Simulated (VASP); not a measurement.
A run of VASP 6.6.1 is set up as follows.

File INCAR:

```
  ALGO = Normal
  EDIFF = 1E-8
  ENCUT = 600
  GGA = PE
  IBRION = 6
  ISIF = 3
  ISMEAR = -1
  LASPH = T
  LCHARG = T
  LREAL = F
  LWAVE = F
  NELM = 80
  NFREE = 2
  NSW = 1
  POTIM = 0.015
  PREC = Accurate
  SIGMA = 0.15
```

File KPOINTS:

```
k-points
0
Gamma
  16 16 16
```

File POSCAR:

```
HfB
1.0
    0.0000000000      2.4180949836      2.4180949836
    2.4180949836      0.0000000000      2.4180949836
    2.4180949836      2.4180949836      0.0000000000
Hf B
1 1
Direct
    0.5000000000      0.5000000000      0.5000000000
    0.0000000000      0.0000000000      0.0000000000
```

Potentials or basis: VASP PAW PBE potentials, release 64 (Hf_pv, B).

Launch:

```console
$ cat potpaw_PBE.64/Hf_pv/POTCAR potpaw_PBE.64/B/POTCAR > POTCAR
$ mpirun -np 1 vasp_std > vasp.out
```

Problem. Predict the elastic constants C11, C12, C44.

Solution. 393, 62, 53 GPa.

Problem. Predict the Voigt bulk modulus.

Solution. 172 GPa.

Problem. Predict the highest phonon frequency at Γ.

Solution. 453 cm⁻¹.

Clamped-ion elastic tensor (GPa):
```
393  62  62   0   0   0
 62 393  62   0   0   0
 62  62 393   0   0   0
  0   0   0  53   0   0
  0   0   0   0  53   0
  0   0   0   0   0  53
```
